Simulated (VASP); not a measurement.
# Zr (P6_3/mmc) in VASP: further runs

Runs on Zr. Level: PBEsol. Tasks: single point.

All numbers are computed with VASP 6.6.1; they aren't measurements. Logs are shortened: lines on timing, memory, paths and dates and some standing lists are left out, and cuts for length are marked.

## (1) The cell of the first run

The structure is hexagonal, space group P6_3/mmc (No. 194). The conventional cell has a = 2.931 Å, b = 2.931 Å, c = 4.864 Å, α = 90.00°, β = 90.00°, γ = 120.00°. Within 3.9 Å of Zr (site symmetry -6m2) lie 12 Zr at 2.93 to 2.96 Å.

## (2) Single point, PBEsol

Input file INCAR:

```
  ALGO = Normal
  EDIFF = 1E-6
  ENCUT = 520
  GGA = PS
  ISIF = 2
  ISMEAR = -1
  LASPH = T
  LCHARG = T
  LELF = T
  LREAL = F
  LVHAR = T
  LWAVE = F
  NBANDS = 19
  NELM = 100
  PREC = Accurate
  SIGMA = 0.05
```

Input file KPOINTS:

```
k-points
0
Gamma
  9 9 5
```

Input file POSCAR:

```
Zr
1.0
    2.9314714070      0.0000000000      0.0000000000
   -1.4657357035      2.5387287089      0.0000000000
    0.0000000000      0.0000000000      4.8636233563
Zr
2
Direct
    0.6666666667      0.3333333333      0.7500000000
    0.3333333333      0.6666666667      0.2500000000
```

Potentials or basis: VASP PAW PBE potentials, release 64 (Zr_sv).

Command:

```
> cat potpaw_PBE.64/Zr_sv/POTCAR > POTCAR
> mpirun -np 1 vasp_std > vasp.out
```

OUTCAR:

```text
EDIFF = 1E-6
   ENCUT = 520
   GGA = PS
   ISIF = 2
   ISMEAR = -1
   LASPH = T
   LREAL = F
   NELM = 100
   PREC = Accurate

 ion  position               nearest neighbor table
   1  0.667  0.333  0.750-   2 2.96   2 2.96   2 2.96   2 2.96   2 2.96   2 2.96
   2  0.333  0.667  0.250-   1 2.96   1 2.96   1 2.96   1 2.96   1 2.96   1 2.96

  LATTYP: Found a hexagonal cell.
 ALAT       =     2.9314714070
 C/A-ratio  =     1.6591065308

  Lattice vectors:

 A1 = (   2.9314714070,   0.0000000000,   0.0000000000)
 A2 = (  -1.4657357035,   2.5387287089,   0.0000000000)
 A3 = (   0.0000000000,   0.0000000000,   4.8636233563)

Analysis of symmetry for initial positions (statically):
=====================================================================
 Subroutine PRICEL returns:
 Original cell was already a primitive cell.

 Routine SETGRP: Setting up the symmetry group for a
 hexagonal supercell.

 Subroutine GETGRP returns: Found 24 space group operations
 (whereof 12 operations were pure point group operations)
 out of a pool of 24 trial point group operations.

The static configuration has the point symmetry D_3d.
 The point group associated with its full space group is D_6h.

Analysis of symmetry for dynamics (positions and initial velocities):
=====================================================================
 Subroutine PRICEL returns:
 Original cell was already a primitive cell.

 Routine SETGRP: Setting up the symmetry group for a
 hexagonal supercell.

 Subroutine GETGRP returns: Found 24 space group operations
 (whereof 12 operations were pure point group operations)
 out of a pool of 24 trial point group operations.

The dynamic configuration has the point symmetry D_3d.
 The point group associated with its full space group is D_6h.

 Subroutine INISYM returns: Found 24 space group operations
 (whereof 12 operations are pure point group operations),
 and found     1 'primitive' translations

----------------------------------------------------------------------------------------

                                     Primitive cell

  volume of cell :      36.1961

  direct lattice vectors                    reciprocal lattice vectors
     2.931471407  0.000000000  0.000000000     0.341125620  0.196948968  0.000000000
    -1.465735704  2.538728709  0.000000000     0.000000000  0.393897937  0.000000000
     0.000000000  0.000000000  4.863623356     0.000000000  0.000000000  0.205608027

  length of vectors
     2.931471407  2.931471407  4.863623356     0.393897937  0.393897937  0.205608027

  position of ions in fractional coordinates (direct lattice)
     0.666666667  0.333333333  0.750000000
     0.333333333  0.666666667  0.250000000

  ion indices of the primitive-cell ions
   primitive index   ion index
                 1           1
                 2           2

----------------------------------------------------------------------------------------

 KPOINTS: k-points

Automatic generation of k-mesh.
 Grid dimensions read from file:
 generate k-points for:    9    9    5

 Generating k-lattice:

  Cartesian coordinates                     Fractional coordinates (reciprocal lattice)
     0.037902847  0.021883219  0.000000000     0.111111111  0.000000000  0.000000000
     0.000000000  0.043766437  0.000000000     0.000000000  0.111111111  0.000000000
     0.000000000  0.000000000  0.041121605     0.000000000  0.000000000  0.200000000

  Length of vectors
     0.043766437  0.043766437  0.041121605

  Shift w.r.t. Gamma in fractional coordinates (k-lattice)
     0.000000000  0.000000000  0.000000000

 Subroutine IBZKPT returns following result:
 ===========================================

 Found     36 irreducible k-points:

 Following reciprocal coordinates:
            Coordinates               Weight
  0.000000  0.000000  0.000000      1.000000
  0.111111  0.000000  0.000000      6.000000
  0.222222  0.000000  0.000000      6.000000
  0.333333  0.000000  0.000000      6.000000
  0.444444  0.000000  0.000000      6.000000
  0.111111  0.111111  0.000000      6.000000
[... 16 lines left out ...]
  0.333333  0.222222  0.200000     24.000000
  0.333333  0.333333  0.200000      4.000000
 [... further k-points ...]
   k-points           NKPTS =     36   k-points in BZ     NKDIM =     36   number of bands    NBANDS=     19
   number of dos      NEDOS =    301   number of ions     NIONS =      2
   total plane-waves  NPLWV =  20736
   dimension x,y,z NGX =    24 NGY =   24 NGZ =   36
   dimension x,y,z NGXF=    48 NGYF=   48 NGZF=   72
   ions per type =               2
   NGX,Y,Z   is equivalent  to a cutoff of  13.61, 13.61, 12.31 a.u.
   NGXF,Y,Z  is equivalent  to a cutoff of  27.22, 27.22, 24.61 a.u.
 SYSTEM =  unknown system
   PREC   = accura    normal or accurate (medium, high low for compatibility)
   ISTART =      0    job   : 0-new  1-cont  2-samecut
   ICHARG =      2    charge: 1-file 2-atom 10-const
   ISPIN  =      1    spin polarized calculation?
   LNONCOLLINEAR =      F non collinear calculations
   LSORBIT =      F    spin-orbit coupling
   LASPH  =      T    aspherical Exc in radial PAW
   ENCUT  =  520.0 eV  38.22 Ry    6.18 a.u.   5.45  5.45  9.04*2*pi/ulx,y,z
   NELM   =    100;   NELMIN=  2; NELMDL= -5     # of ELM steps
   EDIFF  = 0.1E-05   stopping-criterion for ELM
   LREAL  =      F    real-space projection
   EDIFFG = 0.1E-04   stopping-criterion for IOM
   NSW    =      0    number of steps for IOM
   IBRION =     -1    ionic relax: 0-MD 1-quasi-New 2-CG
   NFREE  =      0    steps in history (QN), initial steepest desc. (CG)
   ISIF   =      2    stress and relaxation
   ISYM   =      2    0-nonsym 1-usesym 2-fastsym
   POTIM  = 0.5000    time-step for ionic-motion
   TEBEG  =    0.0;   TEEND  =   0.0 temperature during run
   PSTRESS=    0.0 pullay stress
   NELECT =      24.0000    total number of electrons
   NUPDOWN=      -1.0000    fix difference up-down
   EMIN   =  10.00;   EMAX   =-10.00  energy-range for DOS
   EFERMI =   0.00;   METHOD = LEGACY
   ISMEAR =    -1;   SIGMA  =   0.05  broadening in eV -4-tet -1-fermi 0-gaus
   EFERMI_NEDOS =   21; number of points for ismear=-14 and -15
   IALGO  =     38    algorithm
   IMIX   =      4    mixing-type and parameters
     AMIX     =   0.40;   BMIX     =  1.00
     AMIX_MAG =   1.60;   BMIX_MAG =  1.00
  volume/ion in A,a.u.               =      18.10       122.13
  Fermi-wavevector in a.u.,A,eV,Ry     =   1.427550  2.697678 27.727293  2.037899
  Thomas-Fermi vector in A             =   2.547707
   LORBIT       =      0    0 simple, 1 ext, 2 COOP (PROOUT), +10 PAW based schemes
   GGA     = PS    functional components
   LHFCALC =     F    Hartree Fock is set to
   AEXX    =    0.0000 exact exchange contribution
   IVDW    =     0    specifies the selected vdW correction
   LEPSILON=     F    determine dielectric tensor
   LRPA    =     F    only Hartree local field effects (RPA)
 non-spin polarized calculation
  energy-cutoff  :      520.00
  volume of cell :       36.20
 maximum number of plane-waves:       996
 NGX is ok and might be reduce to    24
   NGX = 11   NGY = 11   NGZ = 19

 number of electron      24.0000000 magnetization

 Free energy of the ion-electron system (eV)
  ---------------------------------------------------
  ext. energy  EPLUGINS =         0.00000000
  ---------------------------------------------------
  free energy    TOTEN  =       -17.47017804 eV

  energy without entropy =      -17.45042553  energy(sigma->0) =      -17.46030179

 E-fermi :  11.9230     XC(G=0): -12.4090

 val. band max:       11.8896259446   @ k =   0.2222   0.2222   0.4000
 cond. band min:      11.9295686215   @ k =   0.1111   0.1111   0.4000
 fundamental gap:      0.0399426769
 Fermi energy:        11.9229517035

 k-point     1 :       0.0000    0.0000    0.0000
  band No.  band energies     occupation
      1     -36.4567      2.00000
      2     -36.0901      2.00000
      3     -15.5091      2.00000
      4     -13.6435      2.00000
      5     -13.6435      2.00000
      6     -13.4846      2.00000
[... 11 lines left out ...]
     18      14.9220      0.00000
     19      17.7488      0.00000

 k-point     2 :       0.1111    0.0000    0.0000
  band No.  band energies     occupation
      1     -36.4166      2.00000
      2     -36.0685      2.00000
      3     -15.4298      2.00000
      4     -13.8553      2.00000
      5     -13.7061      2.00000
      6     -13.6190      2.00000
[... 11 lines left out ...]
     18      14.5036      0.00000
     19      18.0514      0.00000

 k-point     3 :       0.2222    0.0000    0.0000
  band No.  band energies     occupation
      1     -36.3105      2.00000
      2     -36.0161      2.00000
      3     -15.2101      2.00000
      4     -14.3783      2.00000
      5     -14.1239      2.00000
      6     -13.8542      2.00000
[... 11 lines left out ...]
     18      15.3904      0.00000
     19      18.5027      0.00000

 k-point     4 :       0.3333    0.0000    0.0000
  band No.  band energies     occupation
      1     -36.1784      2.00000
      2     -35.9643      2.00000
      3     -14.9484      2.00000
      4     -14.9061      2.00000
      5     -14.6515      2.00000
      6     -14.0106      2.00000
[... 11 lines left out ...]
     18      17.1813      0.00000
     19      18.7530      0.00000

 k-point     5 :       0.4444    0.0000    0.0000
  band No.  band energies     occupation
      1     -36.0775      2.00000
      2     -35.9431      2.00000
      3     -15.3061      2.00000
      4     -14.9762      2.00000
      5     -14.6320      2.00000
      6     -14.1077      2.00000
[... 11 lines left out ...]
     18      18.9185      0.00000
     19      18.9949      0.00000

 k-point     6 :       0.1111    0.1111    0.0000
  band No.  band energies     occupation
      1     -36.3434      2.00000
      2     -36.0315      2.00000
      3     -15.2801      2.00000
      4     -14.1629      2.00000
      5     -14.0558      2.00000
      6     -13.7521      2.00000
[... 11 lines left out ...]
     18      15.1594      0.00000
     19      18.2037      0.00000

 k-point     7 :       0.2222    0.1111    0.0000
  band No.  band energies     occupation
      1     -36.2237      2.00000
      2     -35.9796      2.00000
      3     -15.0157      2.00000
      4     -14.6684      2.00000
      5     -14.4988      2.00000
      6     -13.9700      2.00000
[... 11 lines left out ...]
     18      17.0077      0.00000
     19      18.3572      0.00000

 k-point     8 :       0.3333    0.1111    0.0000
  band No.  band energies     occupation
      1     -36.1039      2.00000
      2     -35.9456      2.00000
      3     -15.1217      2.00000
      4     -14.8352      2.00000
      5     -14.7111      2.00000
      6     -14.1693      2.00000
[... 256 lines left out ...]
 k-point    20 :       0.3333    0.1111    0.2000
  band No.  band energies     occupation
      1     -36.0889      2.00000
      2     -35.9609      2.00000
      3     -15.2161      2.00000
      4     -14.9674      2.00000
      5     -14.4878      2.00000
      6     -14.1386      2.00000
[... 11 lines left out ...]
     18      18.1932      0.00000
     19      19.4769      0.00000

 k-point    21 :       0.4444    0.1111    0.2000
  band No.  band energies     occupation
      1     -36.0366      2.00000
      2     -35.9514      2.00000
      3     -15.3597      2.00000
      4     -15.0876      2.00000
      5     -14.4248      2.00000
      6     -14.1581      2.00000
[... 11 lines left out ...]
     18      18.7680      0.00000
     19      20.1508      0.00000

 k-point    22 :       0.2222    0.2222    0.2000
  band No.  band energies     occupation
      1     -36.0984      2.00000
      2     -35.9630      2.00000
      3     -15.0286      2.00000
      4     -14.9459      2.00000
      5     -14.4357      2.00000
      6     -14.2684      2.00000
[... 11 lines left out ...]
     18      18.2423      0.00000
     19      19.6433      0.00000

 k-point    23 :       0.3333    0.2222    0.2000
  band No.  band energies     occupation
      1     -36.0174      2.00000
      2     -35.9495      2.00000
      3     -15.1544      2.00000
      4     -14.9722      2.00000
      5     -14.5688      2.00000
      6     -14.2778      2.00000
[... 11 lines left out ...]
     18      18.5998      0.00000
     19      20.9818      0.00000

 k-point    24 :       0.3333    0.3333    0.2000
  band No.  band energies     occupation
      1     -35.9670      2.00000
      2     -35.9670      2.00000
      3     -14.9416      2.00000
      4     -14.8780      2.00000
      5     -14.8780      2.00000
      6     -14.4495      2.00000
[... 11 lines left out ...]
     18      17.5788      0.00000
     19      21.0290      0.00000

 [... further k-points ...]
[... 5 lines left out ...]
  --------------------------------------------------------------------------------------
  -------------------------------------------------------------------------------------
  Total        6.8004759      6.8004759      6.7975206      0.0000000     -0.0000000      0.0000000
  in kB      301.0149000    301.0149000    300.8840885      0.0000000     -0.0000000      0.0000000
  external PRESSURE =     300.9712962 kB  Pullay stress =       0.0000000 kB

 VOLUME and BASIS-vectors are now :
 -----------------------------------------------------------------------------
  energy-cutoff  :      520.00
  volume of cell :       36.20
      direct lattice vectors                 reciprocal lattice vectors
     2.931471407  0.000000000  0.000000000     0.341125620  0.196948968  0.000000000
    -1.465735704  2.538728709  0.000000000     0.000000000  0.393897937  0.000000000
     0.000000000  0.000000000  4.863623356     0.000000000  0.000000000  0.205608027

 POSITION                                       TOTAL-FORCE (eV/Angst)
 -----------------------------------------------------------------------------------
      1.46574      0.84624      3.64772        -0.000000      0.000000      0.000000
     -0.00000      1.69249      1.21591         0.000000      0.000000      0.000000
 -----------------------------------------------------------------------------------
    total drift:                               -0.000000      0.000000     -0.000000

  FREE ENERGIE OF THE ION-ELECTRON SYSTEM (eV)
  ---------------------------------------------------
  free  energy   TOTEN  =       -17.4701780397 eV

  energy  without entropy=      -17.4504255321  energy(sigma->0) =      -17.46030179
```

It took 24 s on 1 thread of Intel Xeon Platinum 8259CL at 2.50GHz (Skylake/Cascade Lake), shared host; peak memory 0.16 GiB.

Results:

```yaml
Free_energy: -17.4702 eV
Pressure: 30.1 GPa
Band_gap_on_the_k_mesh: zero (band 12 reaches 12.98 eV, above the bottom of band 13 at 11.81 eV)
```

Caveat: the PAW data sets were made with another functional, which shifts forces and pressure a little.

## (3) Single point, PBEsol

This run uses another cell than the first one, of 19.16 Å³/atom, 1.059 times its volume.

Input file INCAR:

```
  PREC = Accurate
  ENCUT = 520
  EDIFF = 1E-7
  ISMEAR = -1
  SIGMA = 0.05
  LREAL = F
  LASPH = T
  NELM = 60
  ALGO = Normal
  ISIF = 2
  LWAVE = F
  LCHARG = F
  GGA = PS
  NBANDS = 19
```

Input file KPOINTS:

```
regular mesh
0
Gamma
  9 9 5
```

Input file POSCAR:

```
Zr
1.0
    2.9943714668      0.0000000000      0.0000000000
   -1.4971857334      2.5932017586      0.0000000000
    0.0000000000      0.0000000000      4.9344357977
Zr
2
Direct
    0.6666666667      0.3333333333      0.7500000000
    0.3333333333      0.6666666667      0.2500000000
```

Potentials or basis: VASP PAW PBE potentials, release 64 (Zr_sv).

Command:

```
> cat potpaw_PBE.64/Zr_sv/POTCAR > POTCAR
> mpirun -np 1 vasp_std > vasp.out
```

Run time: 30 s. Hardware: 1 thread of Intel Xeon Platinum 8259CL at 2.50GHz (Skylake/Cascade Lake), shared host; peak memory 0.16 GiB.

The run converged. Its results:

```yaml
Free_energy: -17.8012 eV
Pressure: 20.1 GPa
Band_gap_on_the_k_mesh: zero (band 12 reaches 12.12 eV, above the bottom of band 13 at 11.03 eV)
```

Levels at points of the mesh, in eV from the Fermi level:
```
           k point  band 8  band 9  band 10  band 11  band 12  band 13  band 14  band 15  band 16  band 17
(0.00, 0.00, 0.00)  -25.56   -5.90    -3.56     0.71     0.93     0.93     1.74     1.74     1.83     2.80
```

Caveat: the PAW data sets were made with another functional, which shifts forces and pressure a little.

(Continued in part 2 of 3.)
